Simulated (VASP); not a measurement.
Set up this calculation in VASP 6.6.1, as the native input.

| Quantity | Value |
| --- | --- |
| Task | single point |
| Functional | PBE |
| Potentials or basis | VASP PAW PBE potentials, release 64 (Ba_sv, F) |
| Cutoff | 600 eV |
| k mesh | 6 × 6 × 6 |
| Occupations | gaussian, width 0.01 eV |
| Spin | no spin polarisation |
| Dipole correction | no |
| Further INCAR settings | ALGO = Normal; EDIFF = 1e-06; NBANDS = 19 |

The structure of BaF2 lies in POSCAR:

```
BaF2
1.0
    0.0000000000      3.0971666807      3.0971666807
    3.0971666807      0.0000000000      3.0971666807
    3.0971666807      3.0971666807      0.0000000000
Ba F
1 2
Direct
    0.0000000000      0.0000000000      0.0000000000
    0.2500000000      0.2500000000      0.2500000000
    0.7500000000      0.7500000000      0.7500000000
```

One way to write it, as run:

INCAR

```
ALGO     = Normal         # electronic algorithm
EDIFF    = 1E-6           # SCF threshold, eV
ENCUT    = 600            # plane-wave cutoff, eV
GGA      = PE             # functional
GGA_COMPAT= F            
ISIF     = 2              # what is computed and relaxed
ISMEAR   = 0              # smearing method
LASPH    = T              # aspherical terms in the spheres
LCHARG   = F              # write CHGCAR
LREAL    = F              # projectors in reciprocal space
LWAVE    = F              # write WAVECAR
NBANDS   = 19             # bands
NELM     = 120            # most SCF steps
PREC     = Accurate       # precision mode
SIGMA    = 0.01           # smearing width, eV
```

KPOINTS

```
k-points
0
Gamma
  6 6 6
```

Potentials or basis: VASP PAW PBE potentials, release 64 (Ba_sv, F).

Run with:

```sh
$ cat potpaw_PBE.64/Ba_sv/POTCAR potpaw_PBE.64/F/POTCAR > POTCAR
$ mpirun -np 1 vasp_std > vasp.out
```

Results of the run:

The pressure is 2.5 GPa and the band gap on the k mesh is 6.79 eV (least direct gap 6.86 eV).

Caveat: spin-orbit coupling is left out, which moves the levels of the heavy elements.

Run time: 40 s on 1 thread of Intel Xeon 8259CL, on a shared host, peak memory 0.21 GiB.
